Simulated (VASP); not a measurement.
# Cr in VASP: further runs

Cr is run at these levels: PBE; tasks: single point.

Everything below comes from runs of VASP 6.6.1. Logs are shortened: lines on timing, memory, paths and dates and some standing lists are left out, and cuts for length are marked.

### Step 1. The cell of the first run

Symmetry: Im-3m, No. 229, cubic system. Conventional cell: a = 2.940 Å, b = 2.940 Å, c = 2.940 Å, α = 90.00°, β = 90.00°, γ = 90.00°. Cr (site symmetry m-3m) has 14 Cr at 2.55 to 2.94 Å within 3.4 Å.

### Step 2. Single point, PBE, collinear spin, ferromagnetic start (12.71 Å³/atom)

Input file INCAR:

```
SYSTEM = Cr
PREC = Accurate
ENCUT = 500
EDIFF = 1E-6
ISMEAR = -1
SIGMA = 0.08
LREAL = .FALSE.
LASPH = .TRUE.
NELM = 200
ALGO = Normal
ISIF = 2
LWAVE = .FALSE.
LCHARG = .FALSE.
ISPIN = 2
MAGMOM = 3
LORBIT = 11
LMAXMIX = 4
GGA = PE
NBANDS = 16
GGA_COMPAT = .FALSE.
```

Input file KPOINTS:

```
regular mesh
0
G
  18 18 18
  0 0 0
```

Input file POSCAR:

```
Cr
1.0
   -1.4702307093      1.4702307093      1.4702307093
    1.4702307093     -1.4702307093      1.4702307093
    1.4702307093      1.4702307093     -1.4702307093
Cr
1
Direct
    0.0000000000      0.0000000000      0.0000000000
```

Potentials or basis: VASP PAW PBE potentials, release 64 (Cr_pv).

Started as:

```console
> cat potpaw_PBE.64/Cr_pv/POTCAR > POTCAR
> mpirun -np 1 vasp_std > vasp.out
```

OUTCAR:

```text
SYSTEM = Cr
   PREC = Accurate
   ENCUT = 500
   EDIFF = 1E-6
   ISMEAR = -1
   LREAL = .FALSE.
   LASPH = .TRUE.
   NELM = 200
   ISIF = 2
   ISPIN = 2
   LORBIT = 11
   GGA = PE

 ion  position               nearest neighbor table
   1  0.000  0.000  0.000-

  LATTYP: Found a body centered cubic cell.
 ALAT       =     2.9404614186

  Lattice vectors:

 A1 = (  -1.4702307093,   1.4702307093,   1.4702307093)
 A2 = (   1.4702307093,  -1.4702307093,   1.4702307093)
 A3 = (   1.4702307093,   1.4702307093,  -1.4702307093)

Analysis of symmetry for initial positions (statically):
=====================================================================
 Subroutine PRICEL returns:
 Original cell was already a primitive cell.

 Routine SETGRP: Setting up the symmetry group for a
 body centered cubic supercell.

 Subroutine GETGRP returns: Found 48 space group operations
 (whereof 48 operations were pure point group operations)
 out of a pool of 48 trial point group operations.

The static configuration has the point symmetry O_h .

Analysis of symmetry for dynamics (positions and initial velocities):
=====================================================================
 Subroutine PRICEL returns:
 Original cell was already a primitive cell.

 Routine SETGRP: Setting up the symmetry group for a
 body centered cubic supercell.

 Subroutine GETGRP returns: Found 48 space group operations
 (whereof 48 operations were pure point group operations)
 out of a pool of 48 trial point group operations.

The dynamic configuration has the point symmetry O_h .

Analysis of structural, dynamic, and magnetic symmetry:
=====================================================================
 Subroutine PRICEL returns:
 Original cell was already a primitive cell.

 Routine SETGRP: Setting up the symmetry group for a
 body centered cubic supercell.

 Subroutine GETGRP returns: Found 48 space group operations
 (whereof 48 operations were pure point group operations)
 out of a pool of 48 trial point group operations.

The overall configuration has the point symmetry O_h .

 Subroutine INISYM returns: Found 48 space group operations
 (whereof 48 operations are pure point group operations),
 and found     1 'primitive' translations

----------------------------------------------------------------------------------------

                                     Primitive cell

  volume of cell :      12.7121

  direct lattice vectors                    reciprocal lattice vectors
    -1.470230709  1.470230709  1.470230709     0.000000000  0.340082680  0.340082680
     1.470230709 -1.470230709  1.470230709     0.340082680  0.000000000  0.340082680
     1.470230709  1.470230709 -1.470230709     0.340082680  0.340082680  0.000000000

  length of vectors
     2.546514287  2.546514287  2.546514287     0.480949539  0.480949539  0.480949539

  position of ions in fractional coordinates (direct lattice)
     0.000000000  0.000000000  0.000000000

  ion indices of the primitive-cell ions
   primitive index   ion index
                 1           1

----------------------------------------------------------------------------------------

 KPOINTS: regular mesh

Automatic generation of k-mesh.
 Grid dimensions read from file:
 generate k-points for:   18   18   18

 Generating k-lattice:

  Cartesian coordinates                     Fractional coordinates (reciprocal lattice)
     0.000000000  0.018893482  0.018893482     0.055555556  0.000000000  0.000000000
     0.018893482  0.000000000  0.018893482     0.000000000  0.055555556  0.000000000
     0.018893482  0.018893482  0.000000000     0.000000000  0.000000000  0.055555556

  Length of vectors
     0.026719419  0.026719419  0.026719419

  Shift w.r.t. Gamma in fractional coordinates (k-lattice)
     0.000000000  0.000000000  0.000000000

 Subroutine IBZKPT returns following result:
 ===========================================

 Found    195 irreducible k-points:

 Following reciprocal coordinates:
            Coordinates               Weight
  0.000000  0.000000  0.000000      1.000000
  0.055556  0.000000  0.000000     12.000000
  0.111111  0.000000  0.000000     12.000000
  0.166667  0.000000  0.000000     12.000000
  0.222222  0.000000  0.000000     12.000000
  0.277778  0.000000  0.000000     12.000000
[... 16 lines left out ...]
  0.333333  0.111111 -0.000000     48.000000
  0.388889  0.111111 -0.000000     48.000000
 [... further k-points ...]
   k-points           NKPTS =    195   k-points in BZ     NKDIM =    195   number of bands    NBANDS=     16
   number of dos      NEDOS =    301   number of ions     NIONS =      1
   total plane-waves  NPLWV =   8000
   dimension x,y,z NGX =    20 NGY =   20 NGZ =   20
   dimension x,y,z NGXF=    40 NGYF=   40 NGZF=   40
   ions per type =               1
   NGX,Y,Z   is equivalent  to a cutoff of  13.06, 13.06, 13.06 a.u.
   NGXF,Y,Z  is equivalent  to a cutoff of  26.11, 26.11, 26.11 a.u.
 SYSTEM =  Cr
   PREC   = accura    normal or accurate (medium, high low for compatibility)
   ISTART =      0    job   : 0-new  1-cont  2-samecut
   ICHARG =      2    charge: 1-file 2-atom 10-const
   ISPIN  =      2    spin polarized calculation?
   LNONCOLLINEAR =      F non collinear calculations
   LSORBIT =      F    spin-orbit coupling
   LASPH  =      T    aspherical Exc in radial PAW
   ENCUT  =  500.0 eV  36.75 Ry    6.06 a.u.   4.64  4.64  4.64*2*pi/ulx,y,z
   NELM   =    200;   NELMIN=  2; NELMDL= -5     # of ELM steps
   EDIFF  = 0.1E-05   stopping-criterion for ELM
   LREAL  =      F    real-space projection
   EDIFFG = 0.1E-04   stopping-criterion for IOM
   NSW    =      0    number of steps for IOM
   IBRION =     -1    ionic relax: 0-MD 1-quasi-New 2-CG
   NFREE  =      0    steps in history (QN), initial steepest desc. (CG)
   ISIF   =      2    stress and relaxation
   ISYM   =      2    0-nonsym 1-usesym 2-fastsym
   POTIM  = 0.5000    time-step for ionic-motion
   TEBEG  =    0.0;   TEEND  =   0.0 temperature during run
   PSTRESS=    0.0 pullay stress
   NELECT =      12.0000    total number of electrons
   NUPDOWN=      -1.0000    fix difference up-down
   EMIN   =  10.00;   EMAX   =-10.00  energy-range for DOS
   EFERMI =   0.00;   METHOD = LEGACY
   ISMEAR =    -1;   SIGMA  =   0.08  broadening in eV -4-tet -1-fermi 0-gaus
   EFERMI_NEDOS =   21; number of points for ismear=-14 and -15
   IALGO  =     38    algorithm
   IMIX   =      4    mixing-type and parameters
     AMIX     =   0.40;   BMIX     =  1.00
     AMIX_MAG =   1.60;   BMIX_MAG =  1.00
  volume/ion in A,a.u.               =      12.71        85.79
  Fermi-wavevector in a.u.,A,eV,Ry     =   1.605942  3.034790 35.090086  2.579049
  Thomas-Fermi vector in A             =   2.702208
   LORBIT       =     11    0 simple, 1 ext, 2 COOP (PROOUT), +10 PAW based schemes
   GGA     = PE    functional components
   LHFCALC =     F    Hartree Fock is set to
   AEXX    =    0.0000 exact exchange contribution
   IVDW    =     0    specifies the selected vdW correction
   LEPSILON=     F    determine dielectric tensor
   LRPA    =     F    only Hartree local field effects (RPA)
 spin polarized calculation
  energy-cutoff  :      500.00
  volume of cell :       12.71
 maximum number of plane-waves:       335
   NGX =  9   NGY =  9   NGZ =  9

 number of electron      12.0000013 magnetization      -0.0115170

 number of electron      12.0000013 magnetization       0.0004244

 Free energy of the ion-electron system (eV)
  ---------------------------------------------------
  ext. energy  EPLUGINS =         0.00000000
  ---------------------------------------------------
  free energy    TOTEN  =        -9.44063286 eV

  energy without entropy =       -9.42237781  energy(sigma->0) =       -9.43150534

 E-fermi :   9.6583     XC(G=0): -13.1276

 val. band max:        9.6455620485   @ k =  -0.3333   0.3333   0.2778
 cond. band min:       9.6768862351   @ k =  -0.3333   0.3333   0.2222
 fundamental gap:      0.0313241865
 Fermi energy:         9.6582726905

 spin component 1

 k-point     1 :       0.0000    0.0000    0.0000
  band No.  band energies     occupation
      1     -33.1869      1.00000
      2     -33.1869      1.00000
      3     -33.1869      1.00000
      4       2.1646      1.00000
      5       8.8600      0.99995
      6       8.8600      0.99995
[... 8 lines left out ...]
     15      37.8334      0.00000
     16      41.5748      0.00000

 k-point     2 :       0.0556    0.0000    0.0000
  band No.  band energies     occupation
      1     -33.2080      1.00000
      2     -33.1936      1.00000
      3     -33.1870      1.00000
      4       2.2895      1.00000
      5       8.8146      0.99997
      6       8.8530      0.99996
[... 8 lines left out ...]
     15      38.1187      0.00000
     16      39.9440      0.00000

 k-point     3 :       0.1111    0.0000    0.0000
  band No.  band energies     occupation
      1     -33.2684      1.00000
      2     -33.2126      1.00000
      3     -33.1873      1.00000
      4       2.6550      1.00000
      5       8.6858      0.99999
      6       8.8191      0.99997
[... 8 lines left out ...]
     15      38.0377      0.00000
     16      38.0384      0.00000
[... 362 lines left out ...]
 k-point    23 :       0.3333    0.1111   -0.0000
  band No.  band energies     occupation
      1     -33.7687      1.00000
      2     -33.3969      1.00000
      3     -33.2179      1.00000
      4       5.8893      1.00000
      5       7.6796      1.00000
      6       8.8446      0.99996
[... 8 lines left out ...]
     15      38.0280      0.00000
     16      39.2385      0.00000

 k-point    24 :       0.3889    0.1111   -0.0000
  band No.  band energies     occupation
      1     -33.8161      1.00000
      2     -33.4198      1.00000
      3     -33.2186      1.00000
      4       5.9559      1.00000
      5       7.5864      1.00000
      6       9.2980      0.98905
[... 8 lines left out ...]
     15      38.2649      0.00000
     16      39.1493      0.00000

 [... further k-points ...]

 spin component 2

 k-point     1 :       0.0000    0.0000    0.0000
  band No.  band energies     occupation
      1     -33.1866      1.00000
      2     -33.1866      1.00000
      3     -33.1866      1.00000
      4       2.1645      1.00000
      5       8.8605      0.99995
      6       8.8605      0.99995
[... 8 lines left out ...]
     15      37.8330      0.00000
     16      41.5750      0.00000

 k-point     2 :       0.0556    0.0000    0.0000
  band No.  band energies     occupation
      1     -33.2077      1.00000
      2     -33.1932      1.00000
      3     -33.1867      1.00000
      4       2.2894      1.00000
      5       8.8151      0.99997
      6       8.8535      0.99996
[... 8 lines left out ...]
     15      38.1185      0.00000
     16      39.9444      0.00000

 k-point     3 :       0.1111    0.0000    0.0000
  band No.  band energies     occupation
      1     -33.2681      1.00000
      2     -33.2122      1.00000
      3     -33.1869      1.00000
      4       2.6550      1.00000
      5       8.6863      0.99999
      6       8.8196      0.99997
[... 8 lines left out ...]
     15      38.0380      0.00000
     16      38.0388      0.00000
[... 362 lines left out ...]
 k-point    23 :       0.3333    0.1111   -0.0000
  band No.  band energies     occupation
      1     -33.7683      1.00000
      2     -33.3965      1.00000
      3     -33.2176      1.00000
      4       5.8894      1.00000
      5       7.6800      1.00000
      6       8.8447      0.99996
[... 8 lines left out ...]
     15      38.0280      0.00000
     16      39.2385      0.00000

 k-point    24 :       0.3889    0.1111   -0.0000
  band No.  band energies     occupation
      1     -33.8158      1.00000
      2     -33.4194      1.00000
      3     -33.2183      1.00000
      4       5.9562      1.00000
      5       7.5868      1.00000
      6       9.2980      0.98904
[... 8 lines left out ...]
     15      38.2650      0.00000
     16      39.1493      0.00000

 [... further k-points ...]

------------------------ aborting loop because EDIFF is reached ----------------------------------------

  FORCE on cell =-STRESS in cart. coord.  units (eV):
  Direction    XX          YY          ZZ          XY          YZ          ZX
  --------------------------------------------------------------------------------------
  -------------------------------------------------------------------------------------
  Total       -1.6437006     -1.6437006     -1.6437006      0.0000000     -0.0000000     -0.0000000
  in kB     -207.1652119   -207.1652119   -207.1652119      0.0000000     -0.0000000     -0.0000000
  external PRESSURE =    -207.1652119 kB  Pullay stress =       0.0000000 kB

 VOLUME and BASIS-vectors are now :
 -----------------------------------------------------------------------------
  energy-cutoff  :      500.00
  volume of cell :       12.71
      direct lattice vectors                 reciprocal lattice vectors
    -1.470230709  1.470230709  1.470230709     0.000000000  0.340082680  0.340082680
     1.470230709 -1.470230709  1.470230709     0.340082680  0.000000000  0.340082680
     1.470230709  1.470230709 -1.470230709     0.340082680  0.340082680  0.000000000

 POSITION                                       TOTAL-FORCE (eV/Angst)
 -----------------------------------------------------------------------------------
      0.00000      0.00000      0.00000        -0.000000      0.000000      0.000000
 -----------------------------------------------------------------------------------
    total drift:                               -0.000000     -0.000000      0.000000

  FREE ENERGIE OF THE ION-ELECTRON SYSTEM (eV)
  ---------------------------------------------------
  free  energy   TOTEN  =        -9.4406328631 eV

  energy  without entropy=       -9.4223778107  energy(sigma->0) =       -9.43150534

 total charge

# of ion       s       p       d       tot
------------------------------------------
    1        0.406   6.348   4.110  10.864

 magnetization (x)

# of ion       s       p       d       tot
------------------------------------------
    1       -0.000  -0.000   0.000   0.000
```

Run time: 45 s. Hardware: 1 thread of AMD EPYC 9R14 (Zen 4), shared host; peak memory 0.14 GiB.

What came out:

```
Free energy                                           : -9.4406 eV
Pressure                                              : -20.7 GPa
Band gap on the k mesh                                : zero (filled and empty bands overlap)
Net moment                                            : 0.00 μB per cell
Valence electrons inside the program's atomic spheres : Cr 10.86
```

Levels at points of the mesh, in eV from the Fermi level:
Spin up:
| k point | band 3 | band 4 | band 5 | band 6 | band 7 | band 8 | band 9 | band 10 |
| --- | --- | --- | --- | --- | --- | --- | --- | --- |
| (0.00, 0.00, 0.00) | -42.85 | -7.49 | -0.80 | -0.80 | -0.80 | 1.02 | 1.02 | 7.06 |
| (0.50, 0.00, 0.00) | -42.85 | -3.97 | -2.15 | 0.92 | 1.00 | 1.30 | 2.47 | 7.05 |
| (0.50, 0.50, 0.50) | -43.31 | -3.75 | -3.75 | 2.13 | 2.13 | 2.13 | 7.05 | 9.79 |
Spin down:
```tsv
k point	band 2	band 3	band 4	band 5	band 6	band 7	band 8	band 9	band 10	band 11
(0.00, 0.00, 0.00)	-42.84	-42.84	-7.49	-0.80	-0.80	-0.80	1.02	1.02	7.06	21.55
(0.50, 0.00, 0.00)	-43.06	-42.85	-3.97	-2.15	0.92	1.00	1.30	2.47	7.05	8.84
(0.50, 0.50, 0.50)	-43.31	-43.31	-3.75	-3.75	2.13	2.13	2.13	7.05	9.79	9.79
```

Caveat: the cell stands under tension.

### Step 3. Single point, PBE, collinear spin, ferromagnetic start (zz strain of -1 %)

Input file INCAR:

```
SYSTEM = Cr
PREC = Accurate
ENCUT = 520
EDIFF = 1E-6
ISMEAR = -1
SIGMA = 0.08
LREAL = .False.
LASPH = .True.
NELM = 150
ALGO = Normal
ISIF = 2
LWAVE = .False.
LCHARG = .False.
ISPIN = 2
MAGMOM = 3
LORBIT = 11
LMAXMIX = 4
GGA = PE
NBANDS = 16
```

Input file KPOINTS:

```
regular mesh
0
Gamma
  18 18 18
  0 0 0
```

Input file POSCAR:

```
Cr
1.0
   -1.4419500000      1.4419500000      1.4275305000
    1.4419500000     -1.4419500000      1.4275305000
    1.4419500000      1.4419500000     -1.4275305000
Cr
1
Direct
    0.0000000000      0.0000000000      0.0000000000
```

Potentials or basis: VASP PAW PBE potentials, release 64 (Cr_pv).

Started as:

```console
> cat potpaw_PBE.64/Cr_pv/POTCAR > POTCAR
> mpirun -np 1 vasp_std > vasp.out
```

It took 94 s on 1 thread of Intel Xeon 6975P-C (Granite Rapids), shared host; peak memory 0.24 GiB.

Results (log left out):

```yaml
Free_energy: -9.5136 eV
Pressure: -7.0 GPa
Band_gap_on_the_k_mesh: zero (filled and empty bands overlap)
Net_moment: 0.00 μB per cell
Valence_electrons_inside_the_program's_atomic_spheres: Cr 11.00
```

Stress tensor (GPa, compression positive):
```
-8.06  0.00  0.00
 0.00 -8.06  0.00
 0.00  0.00 -4.88
```

Levels at points of the mesh, in eV from the Fermi level:
Spin up:
```csv
k point,band 3,band 4,band 5,band 6,band 7,band 8,band 9,band 10
"(0.00, 0.00, 0.00)",-42.77,-7.76,-0.94,-0.86,-0.86,1.05,1.14,7.08
"(0.50, 0.00, 0.00)",-42.78,-4.30,-2.40,1.07,1.11,1.44,2.72,7.08
"(0.50, 0.50, 0.00)",-42.77,-4.30,-2.31,0.98,1.03,1.39,2.71,7.08
"(0.50, 0.50, 0.50)",-43.33,-4.17,-4.13,2.34,2.34,2.35,7.08,10.24
```
Spin down:
| k point | band 4 | band 5 | band 6 | band 7 | band 8 | band 9 |
| --- | --- | --- | --- | --- | --- | --- |
| (0.00, 0.00, 0.00) | -7.76 | -0.94 | -0.86 | -0.86 | 1.05 | 1.14 |
| (0.50, 0.00, 0.00) | -4.30 | -2.40 | 1.07 | 1.11 | 1.44 | 2.72 |
| (0.50, 0.50, 0.00) | -4.30 | -2.31 | 0.98 | 1.03 | 1.39 | 2.71 |
| (0.50, 0.50, 0.50) | -4.17 | -4.13 | 2.34 | 2.34 | 2.35 | 7.08 |

Caveat: the cell differs from its parent crystal (zz strain of -1 %); the cell stands under tension.
